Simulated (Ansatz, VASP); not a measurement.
# CuAu in VASP and in Ansatz

```xyz
2
Lattice="2.8974 0.0000 0.0000 0.0000 2.8974 0.0000 0.0000 0.0000 3.6403" Properties=species:S:1:pos:R:3 pbc="T T T"
Cu    1.4487    1.4487    1.8202
Au    0.0000    0.0000    0.0000
```

Change from the starting cell: volume scaled by 1.05, PAW files.

Alike in both runs: task electric field gradients; functional r2SCAN; k mesh 12 × 12 × 9; occupations fermi-dirac, width 0.05 eV; no spin polarisation.

|  | VASP | Ansatz |
| --- | --- | --- |
| version | VASP 6.6.1 | Ansatz 0.2.0 |
| potentials or method | VASP PAW PBE potentials, release 64 (Cu, Au) | PAW with Ansatz's default frozen-core files, scalar-relativistic |
| plane-wave cutoff (eV) | 520 | 500 |
| valence electrons in the cell | 22 | 38 |

```tsv
	VASP	Ansatz	Ansatz less VASP
pressure (GPa)	-6.5	-6.8	-0.34
traceless stress, the component that is largest in VASP (GPa)	-0.21	-0.24	-0.026
size of Vzz on the site where it differs most (V/Å²)	67.0	60.5	-6.52
```

VASP's potentials were made for PBE, not for r2SCAN. VASP's potentials hold 22 valence electrons a cell and Ansatz's 38, so a difference there can come from the potentials and not from the codes.

Neither program's run includes spin-orbit coupling.
